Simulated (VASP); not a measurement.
Runs of VASP 6.6.1 on MnO. Symmetry: Pm-3m, No. 221, cubic system. Conventional cell: a = 2.672 Å, b = 2.672 Å, c = 2.672 Å, α = 90.00°, β = 90.00°, γ = 90.00°. Mn (site symmetry m-3m) has 8 O at 2.31 Å and 6 Mn at 2.67 Å within 3.1 Å. Within 3.1 Å of O (site symmetry m-3m) lie 8 Mn at 2.31 Å and 6 O at 2.67 Å. 

| level | share of exact exchange | screening parameter | gap on the mesh (eV) | pressure (GPa) | moment (μB) |
| --- | --- | --- | --- | --- | --- |
| PBE-based screened hybrid with 5 % exact exchange | 0.05 | 0.2 1/Å | (c) | (b) | 4.89 |
| r2SCANh | 0.1 | - | 1.81 | 15.1 | 5.00 |
| PBE-based screened hybrid with 10 % exact exchange | 0.1 | 0.2 1/Å | 0.53 | 20.0 | 5.00 |
| r2SCAN50 | 0.5 | - | (a) | 11.3 | 5.00 |

Alike in all rows: task single point; potentials or basis VASP PAW PBE potentials, release 64 (Mn_pv, O); spin collinear, ferromagnetic start; cell as given; k mesh 5 × 5 × 5; cutoff (eV) 520; smearing fermi-dirac 0.05 eV.

Fill in the values left out.

(a) 5.88; (b) 18.4; (c) none.

Caveats: all runs use coarse meshes; the PAW data sets were made with another functional, which shifts forces and pressure a little; a cell with one magnetic atom can't hold antiferromagnetic order, which such compounds often take; an odd mesh through Γ misses points on the zone boundary, where band edges can lie (at least some runs).
